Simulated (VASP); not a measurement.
Input of a VASP 6.6.1 run:

File INCAR:

```
ALGO = Normal
EDIFF = 1E-6
ENCUT = 520
GGA = PE
ISIF = 2
ISMEAR = 0
IVDW = 12
LASPH = True
LCHARG = True
LELF = True
LREAL = False
LVHAR = True
LWAVE = False
NBANDS = 17
NELM = 100
PREC = Accurate
SIGMA = 0.1
```

KPOINTS

```
k-points
0
Gamma
  12 12 12
```

The input POSCAR:

```
PbS
1.0
    3.7773824698      0.0000000000      0.0000000000
   -1.8886912349      3.2713091786      0.0000000000
    0.0000000000      0.0000000000      3.7368943482
Pb S
1 1
Direct
    0.0000000000      0.0000000000      0.0000000000
    0.6666666667      0.3333333333      0.5000000000
```

Potentials or basis: VASP PAW PBE potentials, release 64 (Pb_d, S).

Run with:

```bash
$ cat potpaw_PBE.64/Pb_d/POTCAR potpaw_PBE.64/S/POTCAR > POTCAR
$ mpirun -np 1 vasp_std > vasp.out
```

**Question.** What does it give for the pressure?

**Answer.** 7.7 GPa.

**Question.** Predict the band gap on the k mesh.

**Answer.** Zero (band 10 reaches 7.87 eV, above the bottom of band 11 at 6.10 eV).

**Question.** Estimate the dispersion energy per atom.

**Answer.** -0.394 eV.

Caveat: spin-orbit coupling is left out, which moves the levels of the heavy elements; pairwise dispersion overbinds metals, which lowers pressure and volume.
